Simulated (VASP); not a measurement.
The system is Sb.

```
CELL_PARAMETERS angstrom
-1.72500 1.72500 1.72500
1.72500 -1.72500 1.72500
1.72500 1.72500 -1.72500
ATOMIC_POSITIONS crystal
Sb 0.00000 0.00000 0.00000
```

```yaml
Program: VASP 6.6.1
Task: relaxation of cell and atoms
Functional: LDA
Potentials_or_basis: VASP PAW LDA potentials, release 64 (Sb)
Cutoff: 500 eV
k_mesh: 12 × 12 × 12
Occupations: methfessel-paxton, width 0.15 eV
Spin: no spin polarisation
```

At the start: pressure 26.9 GPa; volume 20.53 Å³/atom.

Task: How do energy, volume and symmetry change on relaxing?

Result: Over 19 steps the energy falls by 346.3 meV/atom and the volume is 25.56 Å³/atom (+24.5 %); space group Im-3m (No. 229, to 0.05 Å).

The path:
```
step  energy change (eV)  largest force (eV/Å)  pressure (GPa)  volume (Å³)
   1              0.0000                0.0000           26.85        20.53
   2             -0.0666                0.0000          -10.37        32.55
   3             -0.3459                0.0000           -0.60        25.80
   4             -0.3463                0.0000           -0.19        25.64
   5             -0.3463                0.0000            0.12        25.53
   6             -0.3463                0.0000            0.12        25.53
   7             -0.3463                0.0000            0.11        25.54
   8             -0.3463                0.0000            0.11        25.54
   9             -0.3463                0.0000            0.11        25.54
  10             -0.3463                0.0000            0.11        25.54
  11             -0.3463                0.0000            0.11        25.54
  12             -0.3463                0.0000            0.11        25.54
  13             -0.3463                0.0000            0.11        25.54
  14             -0.3463                0.0000            0.11        25.54
  15             -0.3463                0.0000            0.11        25.54
  16             -0.3463                0.0000            0.11        25.54
  17             -0.3463                0.0000            0.10        25.54
  18             -0.3463                0.0000            0.09        25.55
  19             -0.3463                0.0000            0.06        25.56
```

Final structure:
```yaml
crystal:
  lattice:
    - [-1.85555, 1.85555, 1.85555]
    - [1.85555, -1.85555, 1.85555]
    - [1.85555, 1.85555, -1.85555]
  atoms:
    - { symbol: Sb, position: [0.00000, 0.00000, 0.00000] }
```

Caveat: the volume moved by over 15 % at a fixed basis, so the end points are rough; the volume moved by +24 % from the deposited cell, more than functionals usually miss.
